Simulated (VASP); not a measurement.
Crystal: Ga.

```
Ga
1.0
     2.30585   -3.90563    0.00000
     2.30585    3.90563    0.00000
     0.00000    0.00000    4.61273
Ga
4
Direct
  0.34510 0.65490 0.41900
  0.15490 0.84510 0.91900
  0.65490 0.34510 0.58100
  0.84510 0.15490 0.08100
```

Program: VASP 6.6.1. Alike in all runs: task single point; no spin polarisation; cell as given; k mesh 7 × 7 × 6; cutoff (eV) 520; smearing fermi-dirac 0.05 eV.

Task: Order these runs on this cell by their pressure, lowest first.
A. level PBEsol; potentials or basis VASP PAW PBE potentials, release 64 (Ga_d); further INCAR settings ALGO = Fast; EDIFF = 1e-07; NBANDS = 34
B. level LDA; potentials or basis VASP PAW LDA potentials, release 64 (Ga_d); further INCAR settings ALGO = Fast; EDIFF = 1e-07; NBANDS = 34
C. level PBE; potentials or basis VASP PAW PBE potentials, release 64 (Ga_d); further INCAR settings ALGO = Fast; EDIFF = 1e-06; NBANDS = 34

Result: B (-5.8 GPa), A (-4.1 GPa), C (-1.1 GPa).

Caveats: the PAW data sets were made with another functional, which shifts forces and pressure a little (some runs).
